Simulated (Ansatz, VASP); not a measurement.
**Two plane-wave programs on MgS**

```
Mg S
1.0
     0.00000    2.39352    2.60165
     2.39352    0.00000    2.60165
     2.39352    2.39352    0.00000
Mg S
1 1
Direct
  0.00000 0.00000 0.00000
  0.50000 0.50000 0.50000
```

Change from the starting cell: strain -0.080 along x and y, +0.000 along z, atoms carried along.

Alike in both runs: task single point; functional PBE; k mesh 8 × 8 × 8; occupations gaussian, width 0.05 eV; no spin polarisation.

```csv
,VASP,Ansatz
version,VASP 6.6.1,Ansatz 0.2.0
potentials or method,"VASP PAW PBE potentials, release 64 (Mg, S), cutoff 520 eV","scalar-relativistic, plane waves, PAW"
valence electrons in the cell,8,16
```

```csv
,VASP,Ansatz,Ansatz less VASP
gap on the k mesh at the Fermi level (eV),2.82,2.83,+0.001
least direct gap on the mesh (eV),4.84,4.84,-0.003
pressure (GPa),20.9,21.2,+0.30
"traceless stress, the component that is largest in VASP (GPa)",-12.11,-12.09,+0.025
```

VASP's potentials hold 8 valence electrons a cell and Ansatz's 16, so a difference there can come from the potentials and not from the codes.
